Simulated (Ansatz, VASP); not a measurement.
# Pb4O: VASP beside Ansatz

```
CELL_PARAMETERS angstrom
4.61558 0.00000 0.00000
0.00000 4.61558 0.00000
0.00000 0.00000 6.52890
ATOMIC_POSITIONS crystal
Pb 0.50000 0.00000 0.24739
Pb 0.00000 0.50000 0.75261
Pb 0.50000 0.00000 0.75261
Pb 0.00000 0.50000 0.24739
O 0.00000 0.00000 0.00000
```

Change from the starting cell: ordered vacancies on the anion sites of antifluorite (P4/mmm, No. 123).

Alike in both runs: functional PBE; k mesh 4 × 4 × 4; occupations gaussian, width 0.1 eV; no spin polarisation.

Ansatz relaxed the structure, and its values are those at the end. VASP's run is a single point on that final structure, the one shown.

```csv
,VASP,Ansatz
version,VASP 6.6.1,Ansatz 0.2.0
potentials or method,"VASP PAW PBE potentials, release 64 (Pb_d, O), cutoff 600 eV","scalar-relativistic, plane waves, PAW"
valence electrons in the cell,62,62
```

```csv
,VASP,Ansatz,Ansatz less VASP
gap on the k mesh at the Fermi level (eV),none,none,-
pressure (GPa),0.1,0.1,+0.06
```

A gap of «none» marks a metal or a gap that the smearing closes.

Spin-orbit coupling is off throughout.
